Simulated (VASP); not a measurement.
A run of VASP 6.6.1 is set up as follows.

File INCAR:

```
SYSTEM = Ni3Ge
PREC = Accurate
ENCUT = 520
EDIFF = 1E-6
ISMEAR = 0
SIGMA = 0.15
LREAL = .False.
LASPH = .True.
NELM = 60
ALGO = Fast
ISIF = 2
LWAVE = .False.
LCHARG = .False.
GGA = PS
NBANDS = 54
```

KPOINTS

```
Automatic mesh
0
Gamma
  10 8 8
  0 0 0
```

Contents of POSCAR:

```
Ni3Ge
1.0
   -3.5249142864      0.0000000000      0.0000000000
    0.0000000000      3.5249142864      3.5249142864
    0.0000000000      3.5249142864     -3.5249142864
Ni Ge
6 2
Direct
    0.5000000000      0.7500000000      0.2500000000
    0.5000000000      0.2500000000      0.7500000000
    1.0000000000      0.5000000000      0.0000000000
    1.0000000000      0.0000000000      0.5000000000
    0.5000000000      0.2500000000      0.2500000000
    0.5000000000      0.7500000000      0.7500000000
    0.0000000000      0.5000000000      0.5000000000
    0.0000000000      0.0000000000      0.0000000000
```

Potentials or basis: VASP PAW PBE potentials, release 64 (Ni, Ge_d).

Run with:

```console
$ cat potpaw_PBE.64/Ni/POTCAR potpaw_PBE.64/Ge_d/POTCAR > POTCAR
$ mpirun -np 1 vasp_std > vasp.out
```

(1) Predict the band gap on the k mesh.

(2) Predict the pressure.

## Answers

(1) zero (bands 44 and 45 overlap by 0.23 eV).

(2) 0.4 GPa.

Caveat: the PAW data sets were made with another functional, which shifts forces and pressure a little.
